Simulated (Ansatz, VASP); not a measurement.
# PbS in VASP and in Ansatz

```
Pb S
1.0
     0.00000    2.88373    2.88373
     2.88373    0.00000    2.88373
     2.88373    2.88373    0.00000
Pb S
1 1
Direct
  0.00000 0.00000 0.00000
  0.50000 0.50000 0.50000
```

Alike in both runs: task single point; functional PBE; k mesh 8 × 8 × 8; occupations fermi-dirac, width 0.06 eV; no spin polarisation.

|  | VASP | Ansatz |
| --- | --- | --- |
| version | VASP 6.6.1 | Ansatz 0.2 development build |
| potentials or method | VASP PAW PBE potentials, release 64 (Pb_d, S), cutoff 520 eV | all-electron full-potential LAPW, scalar-relativistic |

|  | VASP | Ansatz | Ansatz less VASP |
| --- | --- | --- | --- |
| pressure (GPa) | 8.3 | 8.4 | +0.09 |

Ansatz ran all-electron here, and VASP with PAW potentials.

Spin-orbit coupling is off throughout.
